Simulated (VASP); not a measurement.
Here is a VASP 6.6.1 calculation.

The input INCAR:

```
SYSTEM = Cu3Ge
ALGO = Normal ; EDIFF = 1E-6
ENCUT = 520 ; GGA = PS
ISIF = 2 ; ISMEAR = -1
LASPH = .True. ; LCHARG = .True.
LELF = .True. ; LREAL = .False.
LVHAR = .True. ; LWAVE = .False.
NBANDS = 32 ; NELM = 60
PREC = Accurate ; SIGMA = 0.15
```

File KPOINTS:

```
k-points
0
Gamma
  10 10 3
  0 0 0
```

The input POSCAR:

```
Cu3Ge
1.0
    2.7731092208      0.0000000000      0.0000000000
   -1.3865546155      2.4015830350      0.0000000000
    0.0000000000      0.0000000000      8.4050744267
Cu Ge
3 1
Direct
    0.0000000000      0.0000000000      0.5000000000
    0.6666666667      0.3333333333      0.7423080000
    0.6666666667      0.3333333333      0.2576920000
    0.0000000000      0.0000000000      0.0000000000
```

Potentials or basis: VASP PAW PBE potentials, release 64 (Cu, Ge_d).

The run is started by

```console
$ cat potpaw_PBE.64/Cu/POTCAR potpaw_PBE.64/Ge_d/POTCAR > POTCAR
$ mpirun -np 1 vasp_std > vasp.out
```

(1) What does it give for the pressure?

(2) Predict the largest force.

Answers

(1) -9.4 GPa.

(2) 0.131 eV/Å.

Caveat: the PAW data sets were made with another functional, which shifts forces and pressure a little.
